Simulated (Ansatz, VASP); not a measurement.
One calculation of GaAs, two programs

POSCAR

```
GaAs
1.0
    0.0000000000      2.7764233935      2.8810310456
    2.7764233935      0.0000000000      2.8810310456
    2.7764233935      2.7764233935      0.0000000000
Ga As
1 1
Direct
    0.0000000000      0.0000000000      0.0000000000
    0.2500000000      0.2500000000      0.2500000000
```

Contents of INCAR.step1:

```
PREC = Accurate
ENCUT = 520
ISMEAR = 0
SIGMA = 0.01
LREAL = F
LASPH = T
NELM = 60
NBANDS = 16
GGA = PE
ALGO = Normal
EDIFF = 1E-4
LWAVE = T
LCHARG = F
```

INCAR.step2

```
PREC = Accurate
ENCUT = 520
EDIFF = 1E-6
ISMEAR = 0
SIGMA = 0.01
LREAL = F
LASPH = T
NELM = 60
ALGO = Normal
ISIF = 2
LWAVE = F
LCHARG = T
METAGGA = R2SCAN
LMIXTAU = T
LELF = T
LVHAR = T
NBANDS = 16
ISTART = 1
```

Contents of KPOINTS:

```
regular mesh
0
Gamma
  8 8 8
```

Input for Ansatz:

```yaml
crystal:
  lattice:
    - [0.0, 2.7764233935, 2.8810310456]
    - [2.7764233935, 0.0, 2.8810310456]
    - [2.7764233935, 2.7764233935, 0.0]
  atoms:
    - { symbol: Ga, position: [0.0, 0.0, 0.0] }
    - { symbol: As, position: [0.25, 0.25, 0.25] }
kpoints:
  mp_grid: { grid: [8, 8, 8] }
  band_path:
    path:
      - [0.0, 0.0, 0.0]
      - [-0.5, -0.5, 0.0]
      - [-0.375, -0.375, 0.25]
      - [-0.375, 0.0, 0.375]
      - [0.0, 0.0, 0.5]
      - [-0.5, -0.25, 0.25]
    npoints: 1
hamiltonian:
  xc: r2scan
scf:
  occupations: { method: fixed }
  n_extra_bands: 4
output:
  forces: true
  stress: true
  eigenvalues: true
```

Change from the starting cell: epitaxial_xy strain -2.0%.

Alike in both runs: task single point; functional r2SCAN; k mesh 8 × 8 × 8; no spin polarisation.

```csv
,VASP,Ansatz
version,VASP 6.6.1,Ansatz 0.2.0
potentials or method,"VASP PAW PBE potentials, release 64 (Ga_d, As)","plane waves, PAW"
plane-wave cutoff (eV),520,500
occupations,"gaussian, width 0.01 eV",fixed
valence electrons in the cell,18,28
```

VASP gave:

* gap on the k mesh at the Fermi level (eV): 1.04
* pressure (GPa): 2.0
* traceless stress, the component that is largest in VASP (GPa): -1.79

Problem. What did Ansatz give for the same quantities?

Solution. gap on the k mesh at the Fermi level (eV): 1.06; pressure (GPa): 1.8; traceless stress, the component that is largest in VASP (GPa): -1.80.

VASP's potentials were made for PBE, not for r2SCAN. VASP's potentials hold 18 valence electrons a cell and Ansatz's 28, so a difference there can come from the potentials and not from the codes.
